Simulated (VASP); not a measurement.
# Te (P3_121) in VASP: further runs, part 2 of 2

VASP 6.6.1. The steps go on from the part before.

**4. Single point, LDA (34.33 Å³/atom)**

This run uses another cell than the first one, of 34.33 Å³/atom.

INCAR

```
PREC = Accurate
ENCUT = 520
EDIFF = 1E-6
ISMEAR = -1
SIGMA = 0.08
LREAL = False
LASPH = True
NELM = 100
ALGO = Normal
ISIF = 2
LWAVE = False
LCHARG = True
GGA = CA
LELF = True
LVHAR = True
NBANDS = 16
```

KPOINTS

```
regular mesh
0
Gamma
  9 9 6
```

POSCAR

```
Te
1.0
    4.4728101969      0.0000000000      0.0000000000
   -2.2364050985      3.8735672569      0.0000000000
    0.0000000000      0.0000000000      5.9446845300
Te
3
Direct
    0.7450000000      0.0000000000      0.3333333333
    0.0000000000      0.7450000000      0.6666666667
    0.2550000000      0.2550000000      0.0000000000
```

Potentials or basis: VASP PAW LDA potentials, release 64 (Te).

Run with:

```
cat potpaw_LDA.64/Te/POTCAR > POTCAR
mpirun -np 1 vasp_std > vasp.out
```

OUTCAR:

```text
PREC = Accurate
   ENCUT = 520
   EDIFF = 1E-6
   ISMEAR = -1
   LREAL = False
   LASPH = True
   NELM = 100
   ISIF = 2
   GGA = CA

 ion  position               nearest neighbor table
   1  0.745  0.000  0.333-   3 2.80   2 2.80   3 3.54   3 3.54   2 3.54   2 3.54
   2  0.000  0.745  0.667-   3 2.80   1 2.80   3 3.54   3 3.54   1 3.54   1 3.54
   3  0.255  0.255  0.000-   1 2.80   2 2.80   2 3.54   1 3.54   2 3.54   1 3.54

  LATTYP: Found a hexagonal cell.
 ALAT       =     4.4728101969
 C/A-ratio  =     1.3290714938

  Lattice vectors:

 A1 = (   4.4728101969,   0.0000000000,   0.0000000000)
 A2 = (  -2.2364050985,   3.8735672569,   0.0000000000)
 A3 = (   0.0000000000,   0.0000000000,   5.9446845300)

Analysis of symmetry for initial positions (statically):
=====================================================================
 Subroutine PRICEL returns:
 Original cell was already a primitive cell.

 Routine SETGRP: Setting up the symmetry group for a
 hexagonal supercell.

 Subroutine GETGRP returns: Found  6 space group operations
 (whereof  2 operations were pure point group operations)
 out of a pool of 24 trial point group operations.

The static configuration has the point symmetry C_2 .
 The point group associated with its full space group is D_3 .

Analysis of symmetry for dynamics (positions and initial velocities):
=====================================================================
 Subroutine PRICEL returns:
 Original cell was already a primitive cell.

 Routine SETGRP: Setting up the symmetry group for a
 hexagonal supercell.

 Subroutine GETGRP returns: Found  6 space group operations
 (whereof  2 operations were pure point group operations)
 out of a pool of 24 trial point group operations.

The dynamic configuration has the point symmetry C_2 .
 The point group associated with its full space group is D_3 .

 Subroutine INISYM returns: Found  6 space group operations
 (whereof  2 operations are pure point group operations),
 and found     1 'primitive' translations

----------------------------------------------------------------------------------------

                                     Primitive cell

  volume of cell :     102.9960

  direct lattice vectors                    reciprocal lattice vectors
     4.472810197  0.000000000  0.000000000     0.223573091  0.129079984  0.000000000
    -2.236405099  3.873567257  0.000000000     0.000000000  0.258159968  0.000000000
     0.000000000  0.000000000  5.944684530     0.000000000  0.000000000  0.168217505

  length of vectors
     4.472810197  4.472810197  5.944684530     0.258159968  0.258159968  0.168217505

  position of ions in fractional coordinates (direct lattice)
     0.745000000  0.000000000  0.333333333
     0.000000000  0.745000000  0.666666667
     0.255000000  0.255000000  0.000000000

  ion indices of the primitive-cell ions
   primitive index   ion index
                 1           1
                 2           2
                 3           3

----------------------------------------------------------------------------------------

 KPOINTS: regular mesh

Automatic generation of k-mesh.
 Grid dimensions read from file:
 generate k-points for:    9    9    6

 Generating k-lattice:

  Cartesian coordinates                     Fractional coordinates (reciprocal lattice)
     0.024841455  0.014342220  0.000000000     0.111111111 -0.000000000  0.000000000
     0.000000000  0.028684441  0.000000000     0.000000000  0.111111111  0.000000000
     0.000000000  0.000000000  0.028036251     0.000000000  0.000000000  0.166666667

  Length of vectors
     0.028684441  0.028684441  0.028036251

  Shift w.r.t. Gamma in fractional coordinates (k-lattice)
     0.000000000  0.000000000  0.000000000

 Subroutine IBZKPT returns following result:
 ===========================================

 Found     62 irreducible k-points:

 Following reciprocal coordinates:
            Coordinates               Weight
  0.000000  0.000000  0.000000      1.000000
  0.111111  0.000000  0.000000      6.000000
  0.222222 -0.000000  0.000000      6.000000
  0.333333  0.000000  0.000000      6.000000
  0.444444 -0.000000  0.000000      6.000000
  0.111111  0.111111  0.000000      6.000000
[... 16 lines left out ...]
  0.222222  0.111111  0.166667     12.000000
 -0.111111  0.333333  0.166667     12.000000
 [... further k-points ...]
   k-points           NKPTS =     62   k-points in BZ     NKDIM =     62   number of bands    NBANDS=     16
   number of dos      NEDOS =    301   number of ions     NIONS =      3
   total plane-waves  NPLWV =  62208
   dimension x,y,z NGX =    36 NGY =   36 NGZ =   48
   dimension x,y,z NGXF=    72 NGYF=   72 NGZF=   96
   ions per type =               3
   NGX,Y,Z   is equivalent  to a cutoff of  13.38, 13.38, 13.42 a.u.
   NGXF,Y,Z  is equivalent  to a cutoff of  26.76, 26.76, 26.85 a.u.
 SYSTEM =  unknown system
   PREC   = accura    normal or accurate (medium, high low for compatibility)
   ISTART =      0    job   : 0-new  1-cont  2-samecut
   ICHARG =      2    charge: 1-file 2-atom 10-const
   ISPIN  =      1    spin polarized calculation?
   LNONCOLLINEAR =      F non collinear calculations
   LSORBIT =      F    spin-orbit coupling
   LASPH  =      T    aspherical Exc in radial PAW
   ENCUT  =  520.0 eV  38.22 Ry    6.18 a.u.   8.32  8.32 11.05*2*pi/ulx,y,z
   NELM   =    100;   NELMIN=  2; NELMDL= -5     # of ELM steps
   EDIFF  = 0.1E-05   stopping-criterion for ELM
   LREAL  =      F    real-space projection
   EDIFFG = 0.1E-04   stopping-criterion for IOM
   NSW    =      0    number of steps for IOM
   IBRION =     -1    ionic relax: 0-MD 1-quasi-New 2-CG
   NFREE  =      0    steps in history (QN), initial steepest desc. (CG)
   ISIF   =      2    stress and relaxation
   ISYM   =      2    0-nonsym 1-usesym 2-fastsym
   POTIM  = 0.5000    time-step for ionic-motion
   TEBEG  =    0.0;   TEEND  =   0.0 temperature during run
   PSTRESS=    0.0 pullay stress
   NELECT =      18.0000    total number of electrons
   NUPDOWN=      -1.0000    fix difference up-down
   EMIN   =  10.00;   EMAX   =-10.00  energy-range for DOS
   EFERMI =   0.00;   METHOD = LEGACY
   ISMEAR =    -1;   SIGMA  =   0.08  broadening in eV -4-tet -1-fermi 0-gaus
   EFERMI_NEDOS =   21; number of points for ismear=-14 and -15
   IALGO  =     38    algorithm
   IMIX   =      4    mixing-type and parameters
     AMIX     =   0.40;   BMIX     =  1.00
     AMIX_MAG =   1.60;   BMIX_MAG =  1.00
  volume/ion in A,a.u.               =      34.33       231.68
  Fermi-wavevector in a.u.,A,eV,Ry     =   0.915290  1.729648 11.398368  0.837756
  Thomas-Fermi vector in A             =   2.040015
   LORBIT       =      0    0 simple, 1 ext, 2 COOP (PROOUT), +10 PAW based schemes
   GGA     = CA    functional components
   LHFCALC =     F    Hartree Fock is set to
   AEXX    =    0.0000 exact exchange contribution
   IVDW    =     0    specifies the selected vdW correction
   LEPSILON=     F    determine dielectric tensor
   LRPA    =     F    only Hartree local field effects (RPA)
 non-spin polarized calculation
  energy-cutoff  :      520.00
  volume of cell :      103.00
 maximum number of plane-waves:      2830
 NGX is ok and might be reduce to    36
   NGX = 17   NGY = 17   NGZ = 23

 number of electron      17.9999999 magnetization

 Free energy of the ion-electron system (eV)
  ---------------------------------------------------
  ext. energy  EPLUGINS =         0.00000000
  ---------------------------------------------------
  free energy    TOTEN  =       -11.29148825 eV

  energy without entropy =      -11.28911448  energy(sigma->0) =      -11.29030137

 E-fermi :   5.7415     XC(G=0):  -9.2364

 val. band max:        5.6964213522   @ k =   0.3333   0.3333   0.5000
 cond. band min:       6.2325159801   @ k =   0.0000   0.0000   0.5000
 fundamental gap:      0.5360946279
 Fermi energy:         5.7414842676

 k-point     1 :       0.0000    0.0000    0.0000
  band No.  band energies     occupation
      1      -8.0716      2.00000
      2      -4.7261      2.00000
      3      -4.7261      2.00000
      4       2.5439      2.00000
      5       2.7667      2.00000
      6       2.7667      2.00000
[... 433 lines left out ...]
      3      -4.1629      2.00000
      4       1.0741      2.00000
      5       1.5014      2.00000
      6       2.5633      2.00000
[... 8 lines left out ...]
     15      12.1260      0.00000
     16      12.5008      0.00000

 [... further k-points ...]

------------------------ aborting loop because EDIFF is reached ----------------------------------------

  FORCE on cell =-STRESS in cart. coord.  units (eV):
  Direction    XX          YY          ZZ          XY          YZ          ZX
  --------------------------------------------------------------------------------------
  -------------------------------------------------------------------------------------
  Total       -0.5171562     -0.5171562     -0.2368540      0.0000000      0.0000000      0.0000000
  in kB       -8.0447388     -8.0447388     -3.6844355      0.0000000      0.0000000      0.0000000
  external PRESSURE =      -6.5913044 kB  Pullay stress =       0.0000000 kB

 VOLUME and BASIS-vectors are now :
 -----------------------------------------------------------------------------
  energy-cutoff  :      520.00
  volume of cell :      103.00
      direct lattice vectors                 reciprocal lattice vectors
     4.472810197  0.000000000  0.000000000     0.223573091  0.129079984  0.000000000
    -2.236405099  3.873567257  0.000000000     0.000000000  0.258159968  0.000000000
     0.000000000  0.000000000  5.944684530     0.000000000  0.000000000  0.168217505

 POSITION                                       TOTAL-FORCE (eV/Angst)
 -----------------------------------------------------------------------------------
      3.33224      0.00000      1.98156        -0.451932      0.000000     -0.000000
     -1.66612      2.88581      3.96312         0.225966     -0.391385      0.000000
      0.57028      0.98776      0.00000         0.225966      0.391385     -0.000000
 -----------------------------------------------------------------------------------
    total drift:                                0.000000      0.000000     -0.000000

  FREE ENERGIE OF THE ION-ELECTRON SYSTEM (eV)
  ---------------------------------------------------
  free  energy   TOTEN  =       -11.2914882506 eV

  energy  without entropy=      -11.2891144824  energy(sigma->0) =      -11.29030137
```

stdout:

```text
POSCAR found type information on POSCAR Te
 POSCAR found :  1 types and       3 ions
 scaLAPACK will be used
 LDA part: xc-table for (Slater(with rela. corr.)+CA(PZ))
 , standard interpolation
 POSCAR, INCAR and KPOINTS ok, starting setup
 FFT: planning ... GRIDC
 FFT: planning ... GRID_SOFT
 FFT: planning ... GRID
 WAVECAR not read
 entering main loop
```

Wall time 86 s (1 thread of AMD EPYC 9R14 (Zen 4), shared host); peak memory 0.2 GiB.

Results:

* Free energy: -11.2915 eV
* Pressure: -0.7 GPa
* Largest force: 0.452 eV/Å

Forces on the atoms (eV/Å):
```
Te  -0.452  0.000  0.000
Te   0.226 -0.391  0.000
Te   0.226  0.391  0.000
```

Caveat: spin-orbit coupling is left out, which moves the levels of the heavy elements.

**5. Single point, LDA (35.35 Å³/atom)**

This run uses another cell than the first one, of 35.35 Å³/atom.

INCAR

```
SYSTEM = Te
ALGO = Normal
EDIFF = 1E-7
ENCUT = 520
ISIF = 2
ISMEAR = -1
LASPH = .TRUE.
LCHARG = .FALSE.
LREAL = .FALSE.
LWAVE = .FALSE.
NBANDS = 16
NELM = 60
PREC = Accurate
SIGMA = 0.08
```

KPOINTS

```
k-points
0
G
  9 9 6
  0 0 0
```

POSCAR

```
Te
1.0
    4.5166640738      0.0000000000      0.0000000000
   -2.2583320370      3.9115458283      0.0000000000
    0.0000000000      0.0000000000      6.0029694676
Te
3
Direct
    0.7450000000      0.0000000000      0.3333333333
    0.0000000000      0.7450000000      0.6666666667
    0.2550000000      0.2550000000      0.0000000000
```

Potentials or basis: VASP PAW LDA potentials, release 64 (Te).

Run with:

```
cat potpaw_LDA.64/Te/POTCAR > POTCAR
mpirun -np 1 vasp_std > vasp.out
```

OUTCAR:

```text
SYSTEM = Te
   EDIFF = 1E-7
   ENCUT = 520
   ISIF = 2
   ISMEAR = -1
   LASPH = .TRUE.
   LREAL = .FALSE.
   NELM = 60
   PREC = Accurate

 ion  position               nearest neighbor table
   1  0.745  0.000  0.333-   3 2.83   2 2.83   3 3.57   3 3.57   2 3.57   2 3.57
   2  0.000  0.745  0.667-   3 2.83   1 2.83   3 3.57   3 3.57   1 3.57   1 3.57
   3  0.255  0.255  0.000-   1 2.83   2 2.83   2 3.57   1 3.57   1 3.57   2 3.57

  LATTYP: Found a hexagonal cell.
 ALAT       =     4.5166640738
 C/A-ratio  =     1.3290714938

  Lattice vectors:

 A1 = (   4.5166640738,   0.0000000000,   0.0000000000)
 A2 = (  -2.2583320370,   3.9115458283,   0.0000000000)
 A3 = (   0.0000000000,   0.0000000000,   6.0029694676)

Analysis of symmetry for initial positions (statically):
=====================================================================
 Subroutine PRICEL returns:
 Original cell was already a primitive cell.

 Routine SETGRP: Setting up the symmetry group for a
 hexagonal supercell.

 Subroutine GETGRP returns: Found  6 space group operations
 (whereof  2 operations were pure point group operations)
 out of a pool of 24 trial point group operations.

The static configuration has the point symmetry C_2 .
 The point group associated with its full space group is D_3 .

Analysis of symmetry for dynamics (positions and initial velocities):
=====================================================================
 Subroutine PRICEL returns:
 Original cell was already a primitive cell.

 Routine SETGRP: Setting up the symmetry group for a
 hexagonal supercell.

 Subroutine GETGRP returns: Found  6 space group operations
 (whereof  2 operations were pure point group operations)
 out of a pool of 24 trial point group operations.

The dynamic configuration has the point symmetry C_2 .
 The point group associated with its full space group is D_3 .

 Subroutine INISYM returns: Found  6 space group operations
 (whereof  2 operations are pure point group operations),
 and found     1 'primitive' translations

[... 117 lines left out ...]
  volume/ion in A,a.u.               =      35.35       238.57
  Fermi-wavevector in a.u.,A,eV,Ry     =   0.906403  1.712854 11.178101  0.821567
  Thomas-Fermi vector in A             =   2.030087
   LORBIT       =      0    0 simple, 1 ext, 2 COOP (PROOUT), +10 PAW based schemes
   GGA     = CA    functional components
   LHFCALC =     F    Hartree Fock is set to
   AEXX    =    0.0000 exact exchange contribution
   IVDW    =     0    specifies the selected vdW correction
   LEPSILON=     F    determine dielectric tensor
   LRPA    =     F    only Hartree local field effects (RPA)
 non-spin polarized calculation
  energy-cutoff  :      520.00
  volume of cell :      106.06
 maximum number of plane-waves:      2896
 NGX is ok and might be reduce to    36
   NGX = 17   NGY = 17   NGZ = 23

 number of electron      17.9999999 magnetization

 Free energy of the ion-electron system (eV)
  ---------------------------------------------------
  ext. energy  EPLUGINS =         0.00000000
  ---------------------------------------------------
  free energy    TOTEN  =       -11.26589294 eV

  energy without entropy =      -11.26341430  energy(sigma->0) =      -11.26465362

 E-fermi :   5.3677     XC(G=0):  -9.1166

 val. band max:        5.3210728659   @ k =   0.3333   0.3333   0.5000
 cond. band min:       5.8800417662   @ k =   0.0000   0.0000   0.5000
 fundamental gap:      0.5589689003
 Fermi energy:         5.3677300998

 k-point     1 :       0.0000    0.0000    0.0000
  band No.  band energies     occupation
      1      -8.2181      2.00000
      2      -5.0110      2.00000
      3      -5.0110      2.00000
      4       2.2895      2.00000
      5       2.4465      2.00000
      6       2.4465      2.00000
[... 433 lines left out ...]
      3      -4.4843      2.00000
      4       0.8691      2.00000
      5       1.2732      2.00000
      6       2.2992      2.00000
[... 8 lines left out ...]
     15      11.7827      0.00000
     16      12.1132      0.00000

 [... further k-points ...]

------------------------ aborting loop because EDIFF is reached ----------------------------------------

  FORCE on cell =-STRESS in cart. coord.  units (eV):
  Direction    XX          YY          ZZ          XY          YZ          ZX
  --------------------------------------------------------------------------------------
  -------------------------------------------------------------------------------------
  Total       -1.2485754     -1.2485754     -1.4550398      0.0000000      0.0000000      0.0000000
  in kB      -18.8622294    -18.8622294    -21.9812859      0.0000000      0.0000000      0.0000000
  external PRESSURE =     -19.9019149 kB  Pullay stress =       0.0000000 kB

 VOLUME and BASIS-vectors are now :
 -----------------------------------------------------------------------------
  energy-cutoff  :      520.00
  volume of cell :      106.06
      direct lattice vectors                 reciprocal lattice vectors
     4.516664074  0.000000000  0.000000000     0.221402341  0.127826701  0.000000000
    -2.258332037  3.911545828  0.000000000     0.000000000  0.255653402  0.000000000
     0.000000000  0.000000000  6.002969468     0.000000000  0.000000000  0.166584222

 POSITION                                       TOTAL-FORCE (eV/Angst)
 -----------------------------------------------------------------------------------
      3.36491      0.00000      2.00099        -0.257989      0.000000     -0.000000
     -1.68246      2.91410      4.00198         0.128995     -0.223425     -0.000000
      0.57587      0.99744      0.00000         0.128995      0.223425      0.000000
 -----------------------------------------------------------------------------------
    total drift:                                0.000000      0.000000     -0.000000

  FREE ENERGIE OF THE ION-ELECTRON SYSTEM (eV)
  ---------------------------------------------------
  free  energy   TOTEN  =       -11.2658929387 eV

  energy  without entropy=      -11.2634143022  energy(sigma->0) =      -11.26465362
```

stdout:

```text
POSCAR found type information on POSCAR Te
 POSCAR found :  1 types and       3 ions
 scaLAPACK will be used
 LDA part: xc-table for (Slater(with rela. corr.)+CA(PZ))
 , standard interpolation
 POSCAR, INCAR and KPOINTS ok, starting setup
 FFT: planning ... GRIDC
 FFT: planning ... GRID_SOFT
 FFT: planning ... GRID
 WAVECAR not read
 entering main loop
```

It took 92 s on 1 thread of AMD EPYC 9R14 (Zen 4), shared host; peak memory 0.21 GiB.

Results:

```yaml
Free_energy: -11.2659 eV
Pressure: -2.0 GPa
Largest_force: 0.258 eV/Å
```

Forces on the atoms (eV/Å):
```
Te  -0.258  0.000  0.000
Te   0.129 -0.223  0.000
Te   0.129  0.223  0.000
```

Caveat: spin-orbit coupling is left out, which moves the levels of the heavy elements.

**6. The runs side by side**

| cell | pressure (GPa) | largest force (eV/Å) |
| --- | --- | --- |
| a = 4.367, b = 4.367, c = 5.804 Å, angles 90.0, 90.0, 120.0°, 3 atoms | 3.5 | 0.99 |
| a = 4.428, b = 4.428, c = 5.885 Å, angles 90.0, 90.0, 120.0°, 3 atoms | 0.9 | 0.67 |
| a = 4.473, b = 4.473, c = 5.945 Å, angles 90.0, 90.0, 120.0°, 3 atoms | -0.7 | 0.45 |
| a = 4.517, b = 4.517, c = 6.003 Å, angles 90.0, 90.0, 120.0°, 3 atoms | -2.0 | 0.26 |

Alike in all rows: task single point; level LDA; potentials or basis VASP PAW LDA potentials, release 64 (Te); no spin polarisation; k mesh 9 × 9 × 6; cutoff (eV) 520; smearing fermi-dirac 0.08 eV.

Caveats: spin-orbit coupling is left out, which moves the levels of the heavy elements; the cell stands under pressure (at least some runs).

Total energies depend on the potentials used, so only differences within one code and one set of settings carry meaning.
